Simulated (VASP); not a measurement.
Runs of VASP 6.6.1 on As. The structure is that of space group R-3m (No. 166), or close to it. The cells are those of the table. 

| cell | gap on the mesh (eV) | pressure (GPa) | largest force (eV/Å) |
| --- | --- | --- | --- |
| a = 4.195 Å, angles 57.6°, 2 atoms | none | (c) | 0.53 |
| a = 3.996 Å, angles 50.1°, 2 atoms | none | (b) | 1.88 |
| a = 4.135 Å, angles 55.5°, 2 atoms | none | (a) | 0.23 |
| a = 4.050 Å, angles 52.3°, 2 atoms | none | 13.2 | 0.72 |

Alike in all rows: task single point; level r2SCAN; potentials or basis VASP PAW PBE potentials, release 64 (As); no spin polarisation; k mesh 15 × 15 × 15; cutoff (eV) 520; smearing gaussian 0.15 eV.

Task: Fill in the values left out.

Result: (a) -2.3; (b) 30.9; (c) -7.9.

Caveats: the PAW data sets were made with another functional, which shifts forces and pressure a little.

A k mesh can miss the band edges, and the runs leave out spin-orbit coupling on As.

A gap of «none» marks levels without a gap at the run's occupations.
